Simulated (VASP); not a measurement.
# F (Cmce) in VASP: notebook

F is run at these levels: PBEsol; tasks: single point.

Program: VASP 6.6.1. These are calculated values, not measurements. Logs are shortened: lines on timing, memory, paths and dates and some standing lists are left out, and cuts for length are marked.

## 1. The cell of the first run

The structure is orthorhombic, space group Cmce (No. 64). The conventional cell has a = 7.293 Å, b = 4.309 Å, c = 6.471 Å, α = 90.00°, β = 90.00°, γ = 90.00°. F (site symmetry m) has 1 F at 1.45 Å within 1.9 Å.

## 2. Single point, PBEsol (strain +0.030 along x and y, +0.015 along z)

INCAR

```
PREC = Accurate
ENCUT = 520
EDIFF = 1E-6
ISMEAR = 0
SIGMA = 0.05
LREAL = F
LASPH = T
NELM = 100
ALGO = Normal
ISIF = 2
LWAVE = F
LCHARG = T
GGA = PS
LELF = T
LVHAR = T
NBANDS = 22
```

KPOINTS

```
regular mesh
0
Gamma
  6 6 4
```

POSCAR

```
F
1.0
    3.6463215400     -2.1546580300      0.0000000000
    3.6463215400      2.1546580300      0.0000000000
    0.0000000000      0.0000000000      6.4713618900
F
4
Direct
    0.9125420000      0.0874580000      0.0960130000
    0.5874580000      0.4125420000      0.5960130000
    0.4125420000      0.5874580000      0.4039870000
    0.0874580000      0.9125420000      0.9039870000
```

Potentials or basis: VASP PAW PBE potentials, release 64 (F).

The run is started by

```
$ cat potpaw_PBE.64/F/POTCAR > POTCAR
$ mpirun -np 1 vasp_std > vasp.out
```

OUTCAR:

```text
PREC = Accurate
   ENCUT = 520
   EDIFF = 1E-6
   ISMEAR = 0
   LREAL = F
   LASPH = T
   NELM = 100
   ISIF = 2
   GGA = PS

 ion  position               nearest neighbor table
   1  0.913  0.087  0.096-   4 1.45
   2  0.587  0.413  0.596-   3 1.45
   3  0.413  0.587  0.404-   2 1.45
   4  0.087  0.913  0.904-   1 1.45

  LATTYP: Found a base centered orthorhombic cell.
 ALAT       =     4.3093160600
 B/A-ratio  =     1.6922971020
 C/A-ratio  =     1.5017143788

  Lattice vectors:

 A1 = (  -3.6463215400,  -2.1546580300,   0.0000000000)
 A2 = (   3.6463215400,  -2.1546580300,   0.0000000000)
 A3 = (   0.0000000000,   0.0000000000,   6.4713618900)

Analysis of symmetry for initial positions (statically):
=====================================================================
 Subroutine PRICEL returns:
 Original cell was already a primitive cell.

 Routine SETGRP: Setting up the symmetry group for a
 base centered orthorhombic supercell.

 Subroutine GETGRP returns: Found  8 space group operations
 (whereof  4 operations were pure point group operations)
 out of a pool of  8 trial point group operations.

The static configuration has the point symmetry C_2h.
 The point group associated with its full space group is D_2h.

Analysis of symmetry for dynamics (positions and initial velocities):
=====================================================================
 Subroutine PRICEL returns:
 Original cell was already a primitive cell.

 Routine SETGRP: Setting up the symmetry group for a
 base centered orthorhombic supercell.

 Subroutine GETGRP returns: Found  8 space group operations
 (whereof  4 operations were pure point group operations)
 out of a pool of  8 trial point group operations.

The dynamic configuration has the point symmetry C_2h.
 The point group associated with its full space group is D_2h.

 Subroutine INISYM returns: Found  8 space group operations
 (whereof  4 operations are pure point group operations),
 and found     1 'primitive' translations

----------------------------------------------------------------------------------------

                                     Primitive cell

  volume of cell :     101.6855

  direct lattice vectors                    reciprocal lattice vectors
     3.646321540 -2.154658030  0.000000000     0.137124495 -0.232055386  0.000000000
     3.646321540  2.154658030  0.000000000     0.137124495  0.232055386  0.000000000
     0.000000000  0.000000000  6.471361890     0.000000000  0.000000000  0.154526979

  length of vectors
     4.235352642  4.235352642  6.471361890     0.269541888  0.269541888  0.154526979

  position of ions in fractional coordinates (direct lattice)
     0.912542000  0.087458000  0.096013000
     0.587458000  0.412542000  0.596013000
     0.412542000  0.587458000  0.403987000
     0.087458000  0.912542000  0.903987000

  ion indices of the primitive-cell ions
   primitive index   ion index
                 1           1
                 2           2
                 3           3
                 4           4

----------------------------------------------------------------------------------------

 KPOINTS: regular mesh

Automatic generation of k-mesh.
 Grid dimensions read from file:
 generate k-points for:    6    6    4

 Generating k-lattice:

  Cartesian coordinates                     Fractional coordinates (reciprocal lattice)
     0.022854083 -0.038675898  0.000000000     0.166666667 -0.000000000  0.000000000
     0.022854083  0.038675898  0.000000000    -0.000000000  0.166666667  0.000000000
     0.000000000  0.000000000  0.038631745     0.000000000  0.000000000  0.250000000

  Length of vectors
     0.044923648  0.044923648  0.038631745

  Shift w.r.t. Gamma in fractional coordinates (k-lattice)
     0.000000000  0.000000000  0.000000000

 Subroutine IBZKPT returns following result:
 ===========================================

 Found     39 irreducible k-points:

 Following reciprocal coordinates:
            Coordinates               Weight
  0.000000  0.000000  0.000000      1.000000
  0.166667 -0.000000  0.000000      4.000000
  0.333333 -0.000000  0.000000      4.000000
  0.500000 -0.000000  0.000000      2.000000
  0.166667  0.166667  0.000000      2.000000
  0.333333  0.166667  0.000000      4.000000
[... 16 lines left out ...]
  0.333333  0.333333  0.250000      4.000000
  0.500000  0.333333  0.250000      8.000000
 [... further k-points ...]
   k-points           NKPTS =     39   k-points in BZ     NKDIM =     39   number of bands    NBANDS=     22
   number of dos      NEDOS =    301   number of ions     NIONS =      4
   total plane-waves  NPLWV =  49152
   dimension x,y,z NGX =    32 NGY =   32 NGZ =   48
   dimension x,y,z NGXF=    64 NGYF=   64 NGZF=   96
   ions per type =               4
   NGX,Y,Z   is equivalent  to a cutoff of  12.56, 12.56, 12.33 a.u.
   NGXF,Y,Z  is equivalent  to a cutoff of  25.12, 25.12, 24.66 a.u.
 SYSTEM =  unknown system
   PREC   = accura    normal or accurate (medium, high low for compatibility)
   ISTART =      0    job   : 0-new  1-cont  2-samecut
   ICHARG =      2    charge: 1-file 2-atom 10-const
   ISPIN  =      1    spin polarized calculation?
   LNONCOLLINEAR =      F non collinear calculations
   LSORBIT =      F    spin-orbit coupling
   LASPH  =      T    aspherical Exc in radial PAW
   ENCUT  =  520.0 eV  38.22 Ry    6.18 a.u.   7.87  7.87 12.03*2*pi/ulx,y,z
   NELM   =    100;   NELMIN=  2; NELMDL= -5     # of ELM steps
   EDIFF  = 0.1E-05   stopping-criterion for ELM
   LREAL  =      F    real-space projection
   EDIFFG = 0.1E-04   stopping-criterion for IOM
   NSW    =      0    number of steps for IOM
   IBRION =     -1    ionic relax: 0-MD 1-quasi-New 2-CG
   NFREE  =      0    steps in history (QN), initial steepest desc. (CG)
   ISIF   =      2    stress and relaxation
   ISYM   =      2    0-nonsym 1-usesym 2-fastsym
   POTIM  = 0.5000    time-step for ionic-motion
   TEBEG  =    0.0;   TEEND  =   0.0 temperature during run
   PSTRESS=    0.0 pullay stress
   NELECT =      28.0000    total number of electrons
   NUPDOWN=      -1.0000    fix difference up-down
   EMIN   =  10.00;   EMAX   =-10.00  energy-range for DOS
   EFERMI =   0.00;   METHOD = LEGACY
   ISMEAR =     0;   SIGMA  =   0.05  broadening in eV -4-tet -1-fermi 0-gaus
   EFERMI_NEDOS =   21; number of points for ismear=-14 and -15
   IALGO  =     38    algorithm
   IMIX   =      4    mixing-type and parameters
     AMIX     =   0.40;   BMIX     =  1.00
     AMIX_MAG =   1.60;   BMIX_MAG =  1.00
  volume/ion in A,a.u.               =      25.42       171.55
  Fermi-wavevector in a.u.,A,eV,Ry     =   1.065061  2.012674 15.433838  1.134355
  Thomas-Fermi vector in A             =   2.200600
   LORBIT       =      0    0 simple, 1 ext, 2 COOP (PROOUT), +10 PAW based schemes
   GGA     = PS    functional components
   LHFCALC =     F    Hartree Fock is set to
   AEXX    =    0.0000 exact exchange contribution
   IVDW    =     0    specifies the selected vdW correction
   LEPSILON=     F    determine dielectric tensor
   LRPA    =     F    only Hartree local field effects (RPA)
 non-spin polarized calculation
 Gauss-broadening in eV      SIGMA  =   0.05
  energy-cutoff  :      520.00
  volume of cell :      101.69
 maximum number of plane-waves:      2756
   NGX = 15   NGY = 15   NGZ = 25

 number of electron      27.9999967 magnetization

 Free energy of the ion-electron system (eV)
  ---------------------------------------------------
  ext. energy  EPLUGINS =         0.00000000
  ---------------------------------------------------
  free energy    TOTEN  =        -7.73044590 eV

  energy without entropy =       -7.73044590  energy(sigma->0) =       -7.73044590

 E-fermi :  -6.6345     XC(G=0):  -5.6743

 val. band max:       -6.9291984983   @ k =   0.5000   0.5000   0.0000
 cond. band min:      -4.1797659284   @ k =   0.0000   0.0000   0.0000
 fundamental gap:      2.7494325699
 Fermi energy:        -6.6344584171

 k-point     1 :       0.0000    0.0000    0.0000
  band No.  band energies     occupation
      1     -31.0184      2.00000
      2     -30.9484      2.00000
      3     -25.3831      2.00000
      4     -25.2381      2.00000
      5     -12.9130      2.00000
      6     -12.6659      2.00000
[... 14 lines left out ...]
     21      10.8401      0.00000
     22      10.9302      0.00000

 k-point     2 :       0.1667   -0.0000    0.0000
  band No.  band energies     occupation
      1     -31.0126      2.00000
      2     -30.9517      2.00000
      3     -25.3743      2.00000
      4     -25.2491      2.00000
      5     -12.9012      2.00000
      6     -12.6853      2.00000
[... 14 lines left out ...]
     21       9.9495      0.00000
     22      10.8680      0.00000

 k-point     3 :       0.3333   -0.0000    0.0000
  band No.  band energies     occupation
      1     -30.9967      2.00000
      2     -30.9616      2.00000
      3     -25.3497      2.00000
      4     -25.2778      2.00000
      5     -12.8644      2.00000
      6     -12.7376      2.00000
[... 14 lines left out ...]
     21       8.5777      0.00000
     22       8.9596      0.00000

 k-point     4 :       0.5000   -0.0000    0.0000
  band No.  band energies     occupation
      1     -30.9777      2.00000
      2     -30.9777      2.00000
      3     -25.3148      2.00000
      4     -25.3148      2.00000
      5     -12.8050      2.00000
      6     -12.8050      2.00000
[... 14 lines left out ...]
     21       7.4068      0.00000
     22       7.4068      0.00000

 k-point     5 :       0.1667    0.1667    0.0000
  band No.  band energies     occupation
      1     -31.0171      2.00000
      2     -30.9476      2.00000
      3     -25.3813      2.00000
      4     -25.2388      2.00000
      5     -12.9087      2.00000
      6     -12.6681      2.00000
[... 417 lines left out ...]
 k-point    22 :      -0.1667    0.1667    0.2500
  band No.  band energies     occupation
      1     -30.9926      2.00000
      2     -30.9671      2.00000
      3     -25.3402      2.00000
      4     -25.2876      2.00000
      5     -12.8442      2.00000
      6     -12.7484      2.00000
[... 14 lines left out ...]
     21       8.4077      0.00000
     22       9.5458      0.00000

 k-point    23 :       0.3333    0.3333    0.2500
  band No.  band energies     occupation
      1     -31.0042      2.00000
      2     -30.9561      2.00000
      3     -25.3584      2.00000
      4     -25.2607      2.00000
      5     -12.8700      2.00000
      6     -12.7099      2.00000
[... 14 lines left out ...]
     21       8.3668      0.00000
     22       9.7337      0.00000

 k-point    24 :       0.5000    0.3333    0.2500
  band No.  band energies     occupation
      1     -30.9991      2.00000
      2     -30.9580      2.00000
      3     -25.3523      2.00000
      4     -25.2690      2.00000
      5     -12.8586      2.00000
      6     -12.7226      2.00000
[... 14 lines left out ...]
     21       8.2873      0.00000
     22       8.6026      0.00000

 [... further k-points ...]
[... 5 lines left out ...]
  --------------------------------------------------------------------------------------
  -------------------------------------------------------------------------------------
  Total       -0.2733181     -1.4126189     -3.0786691      0.0000000      0.0000000      0.0000000
  in kB       -4.3064554    -22.2575117    -48.5081374      0.0000000      0.0000000      0.0000000
  external PRESSURE =     -25.0240349 kB  Pullay stress =       0.0000000 kB

 VOLUME and BASIS-vectors are now :
 -----------------------------------------------------------------------------
  energy-cutoff  :      520.00
  volume of cell :      101.69
      direct lattice vectors                 reciprocal lattice vectors
     3.646321540 -2.154658030  0.000000000     0.137124495 -0.232055386  0.000000000
     3.646321540  2.154658030  0.000000000     0.137124495  0.232055386  0.000000000
     0.000000000  0.000000000  6.471361890     0.000000000  0.000000000  0.154526979

 POSITION                                       TOTAL-FORCE (eV/Angst)
 -----------------------------------------------------------------------------------
      3.64632     -1.77777      0.62133         0.000000     -0.687327     -1.125643
      3.64632     -0.37688      3.85702         0.000000      0.687327     -1.125643
      3.64632      0.37688      2.61435         0.000000     -0.687327      1.125643
      3.64632      1.77777      5.85003         0.000000      0.687327      1.125643
 -----------------------------------------------------------------------------------
    total drift:                                0.000000      0.000000     -0.000000

  FREE ENERGIE OF THE ION-ELECTRON SYSTEM (eV)
  ---------------------------------------------------
  free  energy   TOTEN  =        -7.7304458975 eV

  energy  without entropy=       -7.7304458975  energy(sigma->0) =       -7.73044590
```

Run time: 27 s. Hardware: 1 thread of Intel Xeon Platinum 8559C (Emerald Rapids), shared host; peak memory 0.22 GiB.

Results:

| Property | Result |
| --- | --- |
| Free energy | -7.7304 eV |
| Pressure | -2.5 GPa |
| Largest force | 1.319 eV/Å |
| Band gap on the k mesh | 2.75 eV |

Forces in eV/Å, atoms in the order of the input:
```
F    0.000 -0.687 -1.126
F    0.000  0.687 -1.126
F    0.000 -0.687  1.126
F    0.000  0.687  1.126
```

Levels at points of the mesh, in eV from the valence-band top:
| k point | band 11 | band 12 | band 13 | band 14 | band 15 | band 16 | band 17 | band 18 |
| --- | --- | --- | --- | --- | --- | --- | --- | --- |
| (0.00, 0.00, 0.00) | -0.34 | -0.14 | -0.06 | 0.00 | 2.75 | 3.05 | 8.46 | 11.61 |
| (0.50, 0.00, 0.00) | -0.14 | -0.14 | -0.12 | -0.12 | 2.91 | 2.91 | 11.28 | 11.28 |
| (0.50, 0.50, 0.00) | -0.35 | -0.24 | -0.02 | 0.00 | 2.80 | 3.03 | 10.92 | 12.18 |
| (0.00, 0.00, 0.50) | -0.18 | -0.18 | -0.10 | -0.10 | 2.87 | 2.87 | 9.43 | 9.43 |
| (0.50, 0.00, 0.50) | -0.13 | -0.13 | -0.10 | -0.10 | 2.91 | 2.91 | 12.01 | 12.01 |
| (0.50, 0.50, 0.50) | -0.18 | -0.18 | -0.13 | -0.13 | 2.89 | 2.89 | 11.66 | 11.66 |

Caveat: the cell differs from its parent crystal (strain +0.030 along x and y, +0.015 along z); the PAW data sets were made with another functional, which shifts forces and pressure a little. A k mesh can miss the band edges.

(Part 1 of 2 ends here.)
